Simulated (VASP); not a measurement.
# Rh (P6_3/mmc) in VASP: further runs, part 2 of 2

VASP 6.6.1. The steps go on from the part before.

## Step 4: Single point, LDA

INCAR

```
PREC     = Accurate       # precision mode
ENCUT    = 520            # plane-wave cutoff, eV
EDIFF    = 1E-7           # SCF threshold, eV
ISMEAR   = 0              # smearing method
SIGMA    = 0.15           # smearing width, eV
LREAL    = F              # projectors in reciprocal space
LASPH    = T              # aspherical terms in the spheres
NELM     = 100            # most SCF steps
ALGO     = Normal         # electronic algorithm
ISIF     = 2              # what is computed and relaxed
LWAVE    = F              # write WAVECAR
LCHARG   = F              # write CHGCAR
GGA      = CA             # functional
NBANDS   = 22             # bands
```

KPOINTS

```
Automatic mesh
0
Gamma
  12 12 8
```

POSCAR

```
Rh
1.0
    2.6699683996      0.0000000000      0.0000000000
   -1.3349841998      2.3122604613      0.0000000000
    0.0000000000      0.0000000000      4.2988893680
Rh
2
Direct
    0.6666666667      0.3333333333      0.7500000000
    0.3333333333      0.6666666667      0.2500000000
```

Potentials or basis: VASP PAW LDA potentials, release 64 (Rh_pv).

Launch:

```bash
> cat potpaw_LDA.64/Rh_pv/POTCAR > POTCAR
> mpirun -np 1 vasp_std > vasp.out
```

OUTCAR:

```text
PREC = Accurate
   ENCUT = 520
   EDIFF = 1E-7
   ISMEAR = 0
   LREAL = F
   LASPH = T
   NELM = 100
   ISIF = 2
   GGA = CA

 ion  position               nearest neighbor table
   1  0.667  0.333  0.750-   2 2.65   2 2.65   2 2.65   2 2.65   2 2.65   2 2.65
   2  0.333  0.667  0.250-   1 2.65   1 2.65   1 2.65   1 2.65   1 2.65   1 2.65

  LATTYP: Found a hexagonal cell.
 ALAT       =     2.6699683996
 C/A-ratio  =     1.6100899803

  Lattice vectors:

 A1 = (   2.6699683996,   0.0000000000,   0.0000000000)
 A2 = (  -1.3349841998,   2.3122604613,   0.0000000000)
 A3 = (   0.0000000000,   0.0000000000,   4.2988893680)

Analysis of symmetry for initial positions (statically):
=====================================================================
 Subroutine PRICEL returns:
 Original cell was already a primitive cell.

 Routine SETGRP: Setting up the symmetry group for a
 hexagonal supercell.

 Subroutine GETGRP returns: Found 24 space group operations
 (whereof 12 operations were pure point group operations)
 out of a pool of 24 trial point group operations.

The static configuration has the point symmetry D_3d.
 The point group associated with its full space group is D_6h.

Analysis of symmetry for dynamics (positions and initial velocities):
=====================================================================
 Subroutine PRICEL returns:
 Original cell was already a primitive cell.

 Routine SETGRP: Setting up the symmetry group for a
 hexagonal supercell.

 Subroutine GETGRP returns: Found 24 space group operations
 (whereof 12 operations were pure point group operations)
 out of a pool of 24 trial point group operations.

The dynamic configuration has the point symmetry D_3d.
 The point group associated with its full space group is D_6h.

 Subroutine INISYM returns: Found 24 space group operations
 (whereof 12 operations are pure point group operations),
 and found     1 'primitive' translations

----------------------------------------------------------------------------------------

                                     Primitive cell

  volume of cell :      26.5399

  direct lattice vectors                    reciprocal lattice vectors
     2.669968400  0.000000000  0.000000000     0.374536268  0.216238615  0.000000000
    -1.334984200  2.312260461  0.000000000     0.000000000  0.432477230  0.000000000
     0.000000000  0.000000000  4.298889368     0.000000000  0.000000000  0.232618222

  length of vectors
     2.669968400  2.669968400  4.298889368     0.432477230  0.432477230  0.232618222

  position of ions in fractional coordinates (direct lattice)
     0.666666667  0.333333333  0.750000000
     0.333333333  0.666666667  0.250000000

  ion indices of the primitive-cell ions
   primitive index   ion index
                 1           1
                 2           2

----------------------------------------------------------------------------------------

 KPOINTS: Automatic mesh

Automatic generation of k-mesh.
 Grid dimensions read from file:
 generate k-points for:   12   12    8

 Generating k-lattice:

  Cartesian coordinates                     Fractional coordinates (reciprocal lattice)
     0.031211356  0.018019885  0.000000000     0.083333333  0.000000000  0.000000000
     0.000000000  0.036039769  0.000000000     0.000000000  0.083333333  0.000000000
     0.000000000  0.000000000  0.029077278     0.000000000  0.000000000  0.125000000

  Length of vectors
     0.036039769  0.036039769  0.029077278

  Shift w.r.t. Gamma in fractional coordinates (k-lattice)
     0.000000000  0.000000000  0.000000000

 Subroutine IBZKPT returns following result:
 ===========================================

 Found     95 irreducible k-points:

 Following reciprocal coordinates:
            Coordinates               Weight
  0.000000  0.000000  0.000000      1.000000
  0.083333 -0.000000  0.000000      6.000000
  0.166667 -0.000000  0.000000      6.000000
  0.250000  0.000000  0.000000      6.000000
  0.333333 -0.000000  0.000000      6.000000
  0.416667  0.000000  0.000000      6.000000
[... 16 lines left out ...]
  0.250000  0.000000  0.125000     12.000000
  0.333333 -0.000000  0.125000     12.000000
 [... further k-points ...]
   k-points           NKPTS =     95   k-points in BZ     NKDIM =     95   number of bands    NBANDS=     22
   number of dos      NEDOS =    301   number of ions     NIONS =      2
   total plane-waves  NPLWV =  12800
   dimension x,y,z NGX =    20 NGY =   20 NGZ =   32
   dimension x,y,z NGXF=    40 NGYF=   40 NGZF=   64
   ions per type =               2
   NGX,Y,Z   is equivalent  to a cutoff of  12.45, 12.45, 12.37 a.u.
   NGXF,Y,Z  is equivalent  to a cutoff of  24.91, 24.91, 24.75 a.u.
 SYSTEM =  unknown system
   PREC   = accura    normal or accurate (medium, high low for compatibility)
   ISTART =      0    job   : 0-new  1-cont  2-samecut
   ICHARG =      2    charge: 1-file 2-atom 10-const
   ISPIN  =      1    spin polarized calculation?
   LNONCOLLINEAR =      F non collinear calculations
   LSORBIT =      F    spin-orbit coupling
   LASPH  =      T    aspherical Exc in radial PAW
   ENCUT  =  520.0 eV  38.22 Ry    6.18 a.u.   4.96  4.96  7.99*2*pi/ulx,y,z
   NELM   =    100;   NELMIN=  2; NELMDL= -5     # of ELM steps
   EDIFF  = 0.1E-06   stopping-criterion for ELM
   LREAL  =      F    real-space projection
   EDIFFG = 0.1E-05   stopping-criterion for IOM
   NSW    =      0    number of steps for IOM
   IBRION =     -1    ionic relax: 0-MD 1-quasi-New 2-CG
   NFREE  =      0    steps in history (QN), initial steepest desc. (CG)
   ISIF   =      2    stress and relaxation
   ISYM   =      2    0-nonsym 1-usesym 2-fastsym
   POTIM  = 0.5000    time-step for ionic-motion
   TEBEG  =    0.0;   TEEND  =   0.0 temperature during run
   PSTRESS=    0.0 pullay stress
   NELECT =      30.0000    total number of electrons
   NUPDOWN=      -1.0000    fix difference up-down
   EMIN   =  10.00;   EMAX   =-10.00  energy-range for DOS
   EFERMI =   0.00;   METHOD = LEGACY
   ISMEAR =     0;   SIGMA  =   0.15  broadening in eV -4-tet -1-fermi 0-gaus
   EFERMI_NEDOS =   21; number of points for ismear=-14 and -15
   IALGO  =     38    algorithm
   IMIX   =      4    mixing-type and parameters
     AMIX     =   0.40;   BMIX     =  1.00
     AMIX_MAG =   1.60;   BMIX_MAG =  1.00
  volume/ion in A,a.u.               =      13.27        89.55
  Fermi-wavevector in a.u.,A,eV,Ry     =   1.705358  3.222659 39.569083  2.908246
  Thomas-Fermi vector in A             =   2.784593
   LORBIT       =      0    0 simple, 1 ext, 2 COOP (PROOUT), +10 PAW based schemes
   GGA     = CA    functional components
   LHFCALC =     F    Hartree Fock is set to
   AEXX    =    0.0000 exact exchange contribution
   IVDW    =     0    specifies the selected vdW correction
   LEPSILON=     F    determine dielectric tensor
   LRPA    =     F    only Hartree local field effects (RPA)
 non-spin polarized calculation
 Gauss-broadening in eV      SIGMA  =   0.15
  energy-cutoff  :      520.00
  volume of cell :       26.54
 maximum number of plane-waves:       732
 NGX is ok and might be reduce to    20
   NGX =  9   NGY =  9   NGZ = 15

 number of electron      29.9999994 magnetization

 Free energy of the ion-electron system (eV)
  ---------------------------------------------------
  ext. energy  EPLUGINS =         0.00000000
  ---------------------------------------------------
  free energy    TOTEN  =       -17.30430179 eV

  energy without entropy =      -17.26857785  energy(sigma->0) =      -17.28643982

 E-fermi :  12.4854     XC(G=0): -14.5768

 val. band max:       12.4618596207   @ k =   0.3333   0.2500   0.1250
 cond. band min:      12.4993446002   @ k =   0.2500   0.2500   0.3750
 fundamental gap:      0.0374849795
 Fermi energy:        12.4853849090

 k-point     1 :       0.0000    0.0000    0.0000
  band No.  band energies     occupation
      1     -34.7039      2.00000
      2     -33.9495      2.00000
      3     -33.9495      2.00000
      4     -33.8318      2.00000
      5     -33.8242      2.00000
      6     -33.8242      2.00000
[... 14 lines left out ...]
     21      30.6289      0.00000
     22      31.2748      0.00000

 k-point     2 :       0.0833   -0.0000    0.0000
  band No.  band energies     occupation
      1     -34.6853      2.00000
      2     -33.9910      2.00000
      3     -33.9631      2.00000
      4     -33.8673      2.00000
      5     -33.8397      2.00000
      6     -33.8306      2.00000
[... 542 lines left out ...]
 k-point    24 :       0.3333   -0.0000    0.1250
  band No.  band energies     occupation
      1     -34.5031      2.00000
      2     -34.3566      2.00000
      3     -34.2984      2.00000
      4     -34.0855      2.00000
      5     -33.9571      2.00000
      6     -33.9100      2.00000
[... 14 lines left out ...]
     21      27.9743      0.00000
     22      28.3543      0.00000

 [... further k-points ...]
[... 5 lines left out ...]
  --------------------------------------------------------------------------------------
  -------------------------------------------------------------------------------------
  Total        0.1198267      0.1198267      0.2790945      0.0000000     -0.0000000      0.0000000
  in kB        7.2337767      7.2337767     16.8485598      0.0000000     -0.0000000      0.0000000
  external PRESSURE =      10.4387044 kB  Pullay stress =       0.0000000 kB

 VOLUME and BASIS-vectors are now :
 -----------------------------------------------------------------------------
  energy-cutoff  :      520.00
  volume of cell :       26.54
      direct lattice vectors                 reciprocal lattice vectors
     2.669968400  0.000000000  0.000000000     0.374536268  0.216238615  0.000000000
    -1.334984200  2.312260461  0.000000000     0.000000000  0.432477230  0.000000000
     0.000000000  0.000000000  4.298889368     0.000000000  0.000000000  0.232618222

 POSITION                                       TOTAL-FORCE (eV/Angst)
 -----------------------------------------------------------------------------------
      1.33498      0.77075      3.22417        -0.000000      0.000000      0.000000
     -0.00000      1.54151      1.07472         0.000000     -0.000000      0.000000
 -----------------------------------------------------------------------------------
    total drift:                               -0.000000      0.000000     -0.000000

  FREE ENERGIE OF THE ION-ELECTRON SYSTEM (eV)
  ---------------------------------------------------
  free  energy   TOTEN  =       -17.3043017938 eV

  energy  without entropy=      -17.2685778521  energy(sigma->0) =      -17.28643982
```

Run time: 22 s. Hardware: 1 thread of AMD EPYC 7R13 (Zen 3), shared host; peak memory 0.13 GiB.

What came out:

- Free energy: -17.3043 eV
- Pressure: 1.0 GPa
- Band gap on the k mesh: zero (band 15 reaches 13.18 eV, above the bottom of band 16 at 10.59 eV)

Levels at points of the mesh, in eV from the Fermi level:
```
           k point  band 11  band 12  band 13  band 14  band 15  band 16  band 17  band 18  band 19  band 20
(0.00, 0.00, 0.00)    -3.25    -2.68    -2.68    -2.08    -2.08     0.14     0.14     0.69     9.00    15.81
(0.50, 0.00, 0.00)    -2.87    -2.37    -2.32     0.44     0.70     0.77     3.13     5.29    10.53    11.09
(0.00, 0.00, 0.50)    -3.37    -3.37    -3.37    -3.37    -0.47    -0.47    -0.47    -0.47    14.97    14.97
(0.50, 0.00, 0.50)    -1.81    -1.81    -0.36    -0.36     0.64     0.64     2.70     2.70     9.63     9.63
```

## Step 5: Overview

| task | cell | k mesh | cutoff (eV) | smearing | gap on the mesh (eV) | pressure (GPa) |
| --- | --- | --- | --- | --- | --- | --- |
| single point | a = 2.670, b = 2.670, c = 4.299 Å, angles 90.0, 90.0, 120.0°, 2 atoms | 18 × 18 × 10 | 520 | gaussian 0.1 eV | none | 0.9 |
| relaxation of cell and atoms | relaxed from a = 2.664, b = 2.664, c = 4.309 Å, angles 90.0, 90.0, 120.0°, 2 atoms | 18 × 18 × 10 | 600 | gaussian 0.1 eV | none | 0.0 |
| single point | a = 2.670, b = 2.670, c = 4.299 Å, angles 90.0, 90.0, 120.0°, 2 atoms | 12 × 12 × 8 | 520 | gaussian 0.15 eV | none | 1.0 |

Alike in all rows: level LDA; potentials or basis VASP PAW LDA potentials, release 64 (Rh_pv); no spin polarisation.

Absolute energies hang on the potentials; compare differences alone.
